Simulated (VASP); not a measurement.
Here is a VASP 6.6.1 calculation.

Contents of INCAR:

```
PREC = Accurate
ENCUT = 520
EDIFF = 1E-6
ISMEAR = -1
SIGMA = 0.05
LREAL = Auto
LASPH = T
NELM = 150
ALGO = Normal
ISIF = 2
LWAVE = F
LCHARG = T
ISPIN = 2
MAGMOM = 0 0 0 0 0 0 0 0 1 1 0 0 0 0 0 0 0 0 0 0 0 0 0 0 0 0 0 0 0 0 0 0 0 0 0 0 0 0 0
LORBIT = 11
LMAXMIX = 4
GGA = PS
LELF = T
LVHAR = T
NBANDS = 186
NELECT = 312.0
ISYM = 0
```

File KPOINTS:

```
Automatic mesh
0
Gamma
  1 1 1
  0.25 0.25 0.25
```

POSCAR

```
Ba8Zr8O23
1.0
    8.3619610000      0.0000000000      0.0000000000
    0.0000000000      8.3619610000      0.0000000000
    0.0000000000      0.0000000000      8.3619610000
Ba Zr O
8 8 23
Direct
    0.9898350000      0.9884990000      0.0001360000
    0.9932210000      0.9919850000      0.4992930000
    0.9903760000      0.5089770000      0.0006320000
    0.9929370000      0.5065740000      0.5005360000
    0.5102480000      0.9890130000      0.0004740000
    0.5078170000      0.9917520000      0.5005940000
    0.5109750000      0.5097190000      0.0008630000
    0.5076640000      0.5063310000      0.5017660000
    0.2505830000      0.2493750000      0.2347550000
    0.2504180000      0.2491070000      0.7662810000
    0.2505690000      0.7487990000      0.2538180000
    0.2501680000      0.7494760000      0.7473030000
    0.7500070000      0.2493930000      0.2537330000
    0.7507270000      0.2489550000      0.7472510000
    0.7503380000      0.7492050000      0.2506730000
    0.7504000000      0.7491370000      0.7504300000
    0.2513110000      0.2495460000      0.0005220000
    0.2502160000      0.7492040000      0.0005600000
    0.2504010000      0.7493840000      0.5005710000
    0.7505740000      0.2493150000      0.0004940000
    0.7509180000      0.2495030000      0.5005020000
    0.7506600000      0.7493050000      0.0005450000
    0.7504720000      0.7491780000      0.5005490000
    0.0067370000      0.2499410000      0.2720740000
    0.0060180000      0.2484840000      0.7298440000
    0.0004920000      0.7493310000      0.2465810000
    0.0004180000      0.7492180000      0.7549140000
    0.4948150000      0.2500150000      0.2718630000
    0.4940650000      0.2484610000      0.7280160000
    0.5002820000      0.7491970000      0.2459440000
    0.5002350000      0.7491570000      0.7548630000
    0.2510790000      0.0056770000      0.2726760000
    0.2498460000      0.0047750000      0.7299180000
    0.2509770000      0.4937160000      0.2715370000
    0.2497270000      0.4928620000      0.7283920000
    0.7501630000      0.9993800000      0.2465510000
    0.7501220000      0.9992680000      0.7549790000
    0.7501510000      0.4991880000      0.2460150000
    0.7500980000      0.4990700000      0.7547400000
```

Potentials or basis: VASP PAW PBE potentials, release 64 (Ba_sv, Zr_sv, O).

Command:

```console
$ cat potpaw_PBE.64/Ba_sv/POTCAR potpaw_PBE.64/Zr_sv/POTCAR potpaw_PBE.64/O/POTCAR > POTCAR
$ mpirun -np 1 vasp_std > vasp.out
```

What does it give for the net moment?

0.00 μB per cell.

Estimate the largest force.

0.114 eV/Å.

Forces on the atoms (eV/Å):
```
Ba   0.078  0.083  0.002
Ba   0.003  0.005  0.039
Ba   0.053 -0.049 -0.001
Ba   0.010 -0.010  0.000
Ba  -0.055  0.059  0.002
Ba  -0.014  0.014 -0.005
Ba  -0.078 -0.075  0.002
Ba  -0.004 -0.001 -0.041
Zr   0.008 -0.004  0.043
Zr  -0.007 -0.008 -0.035
Zr  -0.003  0.035  0.002
Zr   0.001 -0.023 -0.004
Zr   0.027  0.002  0.004
Zr  -0.022  0.000 -0.003
Zr  -0.003 -0.010  0.016
Zr   0.006  0.008 -0.012
O   -0.002 -0.003  0.000
O    0.001 -0.003  0.005
O    0.003 -0.003  0.002
O   -0.007 -0.006  0.004
O    0.000 -0.005  0.003
O   -0.002 -0.002  0.004
O   -0.003 -0.002  0.004
O   -0.023 -0.009 -0.031
O    0.009  0.017  0.015
O    0.009  0.001 -0.002
O   -0.007 -0.007 -0.012
O   -0.008 -0.015 -0.016
O    0.024  0.018  0.036
O    0.008  0.007  0.008
O   -0.010 -0.004 -0.006
O   -0.016 -0.026 -0.038
O    0.010  0.005  0.010
O   -0.018 -0.009 -0.011
O    0.010  0.024  0.031
O    0.009  0.007 -0.003
O   -0.002 -0.008 -0.014
O    0.013  0.007  0.007
O    0.001 -0.010 -0.004
```

Caveat: the cell carries a net charge on a neutralising background, which shifts energy and pressure; the PAW data sets were made with another functional, which shifts forces and pressure a little.
